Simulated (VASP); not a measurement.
ZnO (zincite), 4 atoms in the cell. It takes space group P6_3mc (No. 186, hexagonal). The conventional cell has a = 3.114 Å, b = 3.114 Å, c = 4.989 Å, α = 90.00°, β = 90.00°, γ = 120.00°. Zn (site symmetry 3m) has 4 O at 1.89 to 1.90 Å within 2.5 Å. O (site symmetry 3m) has 4 Zn at 1.89 to 1.90 Å within 2.5 Å. 

- Program: VASP 6.6.1
- Task: single point
- Functional: revPBE
- Potentials or basis: VASP PAW PBE potentials, release 64 (Zn, O)
- Cutoff: 520 eV
- k mesh: 6 × 6 × 4
- Occupations: gaussian, width 0.01 eV
- Spin: no spin polarisation
- Dipole correction: no
- Further INCAR settings: ALGO = Normal; EDIFF = 1e-07; NBANDS = 26

Potentials or basis: VASP PAW PBE potentials, release 64 (Zn, O).

Launch:

```bash
$ cat potpaw_PBE.64/Zn/POTCAR potpaw_PBE.64/O/POTCAR > POTCAR
$ mpirun -np 1 vasp_std > vasp.out
```

Hardware: 1 thread of Intel Xeon 8259CL, with other jobs on the host.

Question: Estimate the wall time of this run.

Answer: Run time: 31 s on 1 thread of Intel Xeon 8259CL, on a shared host, peak memory 0.16 GiB. Counts: scf iterations 16, k points 21.
